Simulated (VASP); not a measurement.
Input of a VASP 6.6.1 run:

File INCAR:

```
SYSTEM = Al3BiO
PREC = Accurate ; ENCUT = 520
EDIFF = 1E-6 ; ISMEAR = 0
SIGMA = 0.1 ; LREAL = .FALSE.
LASPH = .TRUE. ; NELM = 60
ALGO = Normal ; ISIF = 2
LWAVE = .FALSE. ; LCHARG = .FALSE.
GGA = PE ; NBANDS = 23
```

KPOINTS

```
regular mesh
0
G
  8 8 8
  0 0 0
```

Contents of POSCAR:

```
Al3BiO
1.0
    4.5057802855      0.0000000000      0.0000000000
    0.0000000000      4.5057802855      0.0000000000
    0.0000000000      0.0000000000      4.5057802855
Al Bi O
3 1 1
Direct
    0.5000000000      0.5000000000      0.0000000000
    0.5000000000      0.0000000000      0.5000000000
    0.0000000000      0.5000000000      0.5000000000
    0.0000000000      0.0000000000      0.0000000000
    0.5000000000      0.5000000000      0.5000000000
```

Potentials or basis: VASP PAW PBE potentials, release 64 (Al, Bi_d, O).

The run is started by

```console
$ cat potpaw_PBE.64/Al/POTCAR potpaw_PBE.64/Bi_d/POTCAR potpaw_PBE.64/O/POTCAR > POTCAR
$ mpirun -np 1 vasp_std > vasp.out
```

Q: Predict the band gap on the k mesh.

A: Zero (band 15 reaches 7.90 eV, above the bottom of band 16 at 5.68 eV).

Q: Estimate the pressure.

A: -0.1 GPa.

Caveat: spin-orbit coupling is left out, which moves the levels of the heavy elements.
